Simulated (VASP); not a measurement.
# SiC (R3m) in VASP: a series of runs, part 2 of 2

VASP 6.6.1. Earlier steps stand in the parts before.

### 3 Single point, PBE

This run uses another cell than the first one, of the same volume but with other edges.

The input, INCAR:

```
SYSTEM = SiC
PREC = Accurate
ENCUT = 520
EDIFF = 1E-7
ISMEAR = 0
SIGMA = 0.05
LREAL = .FALSE.
LASPH = .TRUE.
NELM = 80
ALGO = Normal
ISIF = 2
LWAVE = .FALSE.
LCHARG = .FALSE.
GGA = PE
NBANDS = 11
```

The input, KPOINTS:

```
regular mesh
0
G
  12 12 12
  0 0 0
```

The input, POSCAR:

```
SiC
1.0
    0.0000000000      2.2142029233      2.2142029233
    2.2142029233      0.0000000000      2.2142029233
    2.3374602193      2.3374602193     -0.1232572961
Si C
1 1
Direct
    0.0000000000      0.0000000000      0.0000000000
    0.7500000000      0.7500000000      0.7500000000
```

Potentials or basis: VASP PAW PBE potentials, release 64 (Si, C).

The run is started by

```
$ cat potpaw_PBE.64/Si/POTCAR potpaw_PBE.64/C/POTCAR > POTCAR
$ mpirun -np 1 vasp_std > vasp.out
```

OUTCAR:

```text
SYSTEM = SiC
   PREC = Accurate
   ENCUT = 520
   EDIFF = 1E-7
   ISMEAR = 0
   LREAL = .FALSE.
   LASPH = .TRUE.
   NELM = 80
   ISIF = 2
   GGA = PE

 ion  position               nearest neighbor table
   1  0.000  0.000  0.000-   2 1.94   2 1.94   2 1.94   2 2.08
   2  0.750  0.750  0.750-   1 1.94   1 1.94   1 1.94   1 2.08

  LATTYP: Found a trigonal (rhomboedric) cell.
 ALAT       =     3.3079650716
 COS(alpha) =     0.5519638990

  Lattice vectors:

 A1 = (   2.3374602193,   0.1232572960,  -2.3374602194)
 A2 = (   0.1232572960,   2.3374602193,  -2.3374602194)
 A3 = (   2.3374602193,   2.3374602193,  -0.1232572961)

Analysis of symmetry for initial positions (statically):
=====================================================================
 Subroutine PRICEL returns:
 Original cell was already a primitive cell.

 Routine SETGRP: Setting up the symmetry group for a
 trigonal (rhombohedral) supercell.

 Subroutine GETGRP returns: Found  6 space group operations
 (whereof  6 operations were pure point group operations)
 out of a pool of 12 trial point group operations.

The static configuration has the point symmetry C_3v.

Analysis of symmetry for dynamics (positions and initial velocities):
[... 163 lines left out ...]
 fundamental gap:      1.2332183136
 Fermi energy:         7.1203047583

 k-point     1 :       0.0000    0.0000    0.0000
  band No.  band energies     occupation
      1      -7.7249      2.00000
      2       6.4366      2.00000
      3       6.8630      2.00000
      4       6.8630      2.00000
      5      10.4632      0.00000
      6      13.2481      0.00000
      7      13.7681      0.00000
      8      13.7681      0.00000
      9      20.5725      0.00000
     10      20.5725      0.00000
     11      21.3492      0.00000
[... 309 lines left out ...]
 k-point    24 :      -0.4167    0.1667    0.0000
  band No.  band energies     occupation
      1      -4.1068      2.00000
      2      -0.6948      2.00000
      3       3.7561      2.00000
      4       5.1459      2.00000
      5      11.0029      0.00000
      6      13.1195      0.00000
      7      14.4869      0.00000
      8      16.8345      0.00000
      9      20.3183      0.00000
     10      21.2571      0.00000
     11      23.8741      0.00000

 [... further k-points ...]
[... 5 lines left out ...]
  --------------------------------------------------------------------------------------
  -------------------------------------------------------------------------------------
  Total       -2.6088431     -2.6088431     -2.6088431     -1.4312315      1.4312315      1.4312315
  in kB     -177.6836097   -177.6836097   -177.6836097    -97.4786065     97.4786065     97.4786065
  external PRESSURE =    -177.6836097 kB  Pullay stress =       0.0000000 kB

 VOLUME and BASIS-vectors are now :
 -----------------------------------------------------------------------------
  energy-cutoff  :      520.00
  volume of cell :       23.52
      direct lattice vectors                 reciprocal lattice vectors
     0.000000000  2.214202923  2.214202923    -0.220014081  0.231615708  0.220014081
     2.214202923  0.000000000  2.214202923     0.231615708 -0.220014081  0.220014081
     2.337460219  2.337460219 -0.123257296     0.208412455  0.208412455 -0.208412455

 POSITION                                       TOTAL-FORCE (eV/Angst)
 -----------------------------------------------------------------------------------
      0.00000      0.00000      0.00000        -0.008661     -0.008661      0.008661
      3.41375      3.41375      3.22886         0.008661      0.008661     -0.008661
 -----------------------------------------------------------------------------------
    total drift:                                0.000045      0.000045     -0.000045

  FREE ENERGIE OF THE ION-ELECTRON SYSTEM (eV)
  ---------------------------------------------------
  free  energy   TOTEN  =       -14.7780244255 eV

  energy  without entropy=      -14.7780244255  energy(sigma->0) =      -14.77802443
```

stdout:

```text
POSCAR found type information on POSCAR SiC
 POSCAR found :  2 types and       2 ions
 scaLAPACK will be used
 LDA part: xc-table for (Slater+PW92), standard interpolation
 POSCAR, INCAR and KPOINTS ok, starting setup
 FFT: planning ... GRIDC
 FFT: planning ... GRID_SOFT
 FFT: planning ... GRID
 WAVECAR not read
 entering main loop
```

Wall time 62 s (1 thread of Intel Xeon 6975P-C, shared host); peak memory 0.17 GiB.

Results:

| Item | Value |
| --- | --- |
| Free energy | -14.7780 eV |
| Pressure | -17.8 GPa |
| Largest force | 0.015 eV/Å |
| Band gap on the k mesh | 1.23 eV, indirect (least direct gap 3.60 eV) |

Forces in eV/Å, atoms in the order of the input:
```
Si  -0.009 -0.009  0.009
C    0.009  0.009 -0.009
```

A k mesh can miss the band edges. PBE gaps usually lie below the measured ones, often by a third to a half.

### 4 Single point, PBE

This run uses another cell than the first one, of 10.25 Å³/atom, 0.871 times its volume.

The input, INCAR:

```
SYSTEM = SiC
PREC = Accurate
ENCUT = 520
EDIFF = 1E-6
ISMEAR = 0
SIGMA = 0.05
LREAL = .False.
LASPH = .True.
NELM = 60
ALGO = Normal
ISIF = 2
LWAVE = .False.
LCHARG = .True.
GGA = PE
LELF = .True.
LVHAR = .True.
NBANDS = 11
```

The input, KPOINTS:

```
regular mesh
0
Gamma
  12 12 12
  0 0 0
```

The input, POSCAR:

```
SiC
1.0
    0.0000000000      2.1148725119      2.1148725119
    2.1148725119      0.0000000000      2.1148725119
    2.2326004151      2.2326004151     -0.1177279032
Si C
1 1
Direct
    0.0000000000      0.0000000000      0.0000000000
    0.7500000000      0.7500000000      0.7500000000
```

The run is started by

```
$ cat potpaw_PBE.64/Si/POTCAR potpaw_PBE.64/C/POTCAR > POTCAR
$ mpirun -np 1 vasp_std > vasp.out
```

Run time: 14 s. Hardware: 1 thread of Intel Xeon Platinum 8488C (Sapphire Rapids), shared host; peak memory 0.16 GiB.

The run converged. Its results:

| Property | Result |
| --- | --- |
| Free energy | -14.9041 eV |
| Pressure | 7.3 GPa |
| Largest force | 0.524 eV/Å |
| Band gap on the k mesh | 1.07 eV, indirect (least direct gap 4.03 eV) |

Forces in eV/Å, atoms in the order of the input:
```
Si   0.302  0.302 -0.302
C   -0.302 -0.302  0.302
```

Stress tensor (GPa, compression positive):
```
  7.29 -14.20  14.20
-14.20   7.29  14.20
 14.20  14.20   7.29
```

Levels at points of the mesh, in eV from the valence-band top:
```
           k point  band 2  band 3  band 4  band 5  band 6  band 7
(0.00, 0.00, 0.00)   -0.57    0.00    0.00    4.61    7.63    7.84
(0.50, 0.00, 0.00)   -8.72   -1.42   -1.31    4.76    6.46    7.48
(0.50, 0.50, 0.00)   -7.99   -3.74   -2.96    1.07    4.33   13.34
(0.00, 0.00, 0.50)   -8.87   -0.77   -0.77    6.52    7.77    7.77
```

A k mesh can miss the band edges. Expect the measured gap to be larger: semilocal functionals such as PBE lack the derivative discontinuity.

### 5 Overview

| cell | gap on the mesh (eV) | pressure (GPa) | largest force (eV/Å) |
| --- | --- | --- | --- |
| a = 3.303, b = 3.303, c = 3.136 Å, angles 58.2, 58.2, 60.0°, 2 atoms | 1.21 | -17.6 | 0.51 |
| a = 3.131, b = 3.131, c = 3.308 Å, angles 61.8, 61.8, 60.0°, 2 atoms | 1.23 | -17.8 | 0.02 |
| a = 2.991, b = 2.991, c = 3.160 Å, angles 61.8, 61.8, 60.0°, 2 atoms | 1.07 | 7.3 | 0.52 |

Alike in all rows: task single point; level PBE; potentials or basis VASP PAW PBE potentials, release 64 (Si, C); no spin polarisation; k mesh 12 × 12 × 12; cutoff (eV) 520; smearing gaussian 0.05 eV.

Total energies depend on the potentials used, so only differences within one code and one set of settings carry meaning.
